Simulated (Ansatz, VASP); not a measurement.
Two plane-wave programs on InHgSe

```xyz
3
Lattice="2.7402 -3.6277 0.0000 2.7402 3.6277 0.0000 0.0000 0.0000 4.5893" Properties=species:S:1:pos:R:3 pbc="T T T"
In    0.0000    0.0000    2.2947
Hg    2.7402    0.0000    2.2947
Se    2.7402    0.0000    0.0000
```

Alike in both runs: task relaxation of cell and atoms; functional PBE; k mesh 4 × 4 × 4; occupations gaussian, width 0.1 eV; no spin polarisation.

```csv
,VASP,Ansatz
version,VASP 6.6.1,Ansatz 0.2.0
potentials or method,"VASP PAW PBE potentials, release 64 (In_d, Hg, Se), cutoff 600 eV","scalar-relativistic, plane waves, PAW"
valence electrons in the cell,31,49
```

|  | VASP | Ansatz | Ansatz less VASP |
| --- | --- | --- | --- |
| gap on the k mesh at the Fermi level, each at its own relaxed structure (eV) | none | none | - |
| relaxed volume (Å³/atom) | 34.75 | 33.77 | -0.979 |
| relaxed length of the cell vector where the two differ most in proportion (Å) | 4.488 | 4.427 | -0.0609 |

A gap of «none» marks a metal or a gap that the smearing closes. VASP's potentials hold 31 valence electrons a cell and Ansatz's 49, so a difference there can come from the potentials and not from the codes.

Spin-orbit coupling is off throughout.
